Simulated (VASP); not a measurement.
Set up this calculation in VASP 6.6.1, as the native input.

- Task: single point
- Functional: LDA
- Potentials or basis: VASP PAW LDA potentials, release 64 (K_sv, In_d, Mg, F)
- Cutoff: 520 eV
- k mesh: 1 × 1 × 1, shifted
- Occupations: fermi-dirac, width 0.05 eV
- Spin: no spin polarisation
- Dipole correction: no
- Further INCAR settings: LREAL = Auto; ALGO = Normal; EDIFF = 1e-07; NBANDS = 154; ISYM = 0

The structure of K7Mg7InF24 (a cell with a defect) lies in POSCAR:

```
K7Mg7InF24
1.0
    7.9825440000      0.0000000000      0.0000000000
    0.0000000000      7.9825440000      0.0000000000
    0.0000000000      0.0000000000      7.9825440000
K In Mg F
7 1 7 24
Direct
    0.9947560000      0.9913550000      0.5023740000
    0.0024340000      0.4931150000      0.0086030000
    0.9876830000      0.5032560000      0.4983010000
    0.5060270000      0.9995450000      0.0007370000
    0.5058660000      0.9993790000      0.5018450000
    0.5055770000      0.5031130000      0.0043640000
    0.5102020000      0.4960690000      0.5003320000
    0.2542760000      0.2547080000      0.2534440000
    0.2486180000      0.2454190000      0.7472710000
    0.2525180000      0.7418160000      0.2496830000
    0.2597440000      0.7467420000      0.7475990000
    0.7483780000      0.2509550000      0.2617250000
    0.7483680000      0.2517730000      0.7421240000
    0.7521550000      0.7442520000      0.2541690000
    0.7497610000      0.7459540000      0.7532500000
    0.2444990000      0.2537720000      0.9967820000
    0.2548660000      0.2515770000      0.4997090000
    0.2525400000      0.7492430000      0.9963080000
    0.2531060000      0.7455340000      0.5038040000
    0.7596230000      0.2543050000      0.9995480000
    0.7533160000      0.2571950000      0.5002380000
    0.7501110000      0.7604190000      0.0028640000
    0.7436340000      0.7485710000      0.5032980000
    0.9936330000      0.2553780000      0.2589480000
    0.0098070000      0.2536820000      0.7540680000
    0.0022200000      0.7579670000      0.2551590000
    0.0039000000      0.7507060000      0.7561480000
    0.4887830000      0.2541890000      0.2472570000
    0.5085810000      0.2598300000      0.7448200000
    0.5045090000      0.7535580000      0.2453580000
    0.5062690000      0.7438790000      0.7470550000
    0.2581910000      0.9996100000      0.2445740000
    0.2473570000      0.0007440000      0.7454740000
    0.2460900000      0.4996490000      0.2557280000
    0.2457320000      0.5051430000      0.7458190000
    0.7479770000      0.9993200000      0.2477980000
    0.7424050000      0.0032370000      0.7482870000
    0.7432620000      0.5022620000      0.2498300000
    0.7400980000      0.5046140000      0.7451980000
```

The input as run:

INCAR

```
PREC = Accurate
ENCUT = 520
EDIFF = 1E-7
ISMEAR = -1
SIGMA = 0.05
LREAL = Auto
LASPH = T
NELM = 100
ALGO = Normal
ISIF = 2
LWAVE = F
LCHARG = F
GGA = CA
NBANDS = 154
ISYM = 0
```

KPOINTS

```
Automatic mesh
0
Gamma
  1 1 1
  0.25 0.25 0.25
```

Potentials or basis: VASP PAW LDA potentials, release 64 (K_sv, In_d, Mg, F).

Command:

```console
$ cat potpaw_LDA.64/K_sv/POTCAR potpaw_LDA.64/In_d/POTCAR potpaw_LDA.64/Mg/POTCAR potpaw_LDA.64/F/POTCAR > POTCAR
$ mpirun -np 1 vasp_std > vasp.out
```

Results of the run:

```json
{
  "Pressure": "-2.6 GPa",
  "Largest force": "5.037 eV/Å",
  "Band gap on the k mesh": "5.65 eV"
}
```

Caveat: spin-orbit coupling is left out, which moves the levels of the heavy elements.

Wall time 13 min on 1 thread of Intel(R) Xeon(R) Platinum 8259CL CPU @ 2.50GHz (Skylake/Cascade Lake) (shared host), peak memory 0.52 GiB.
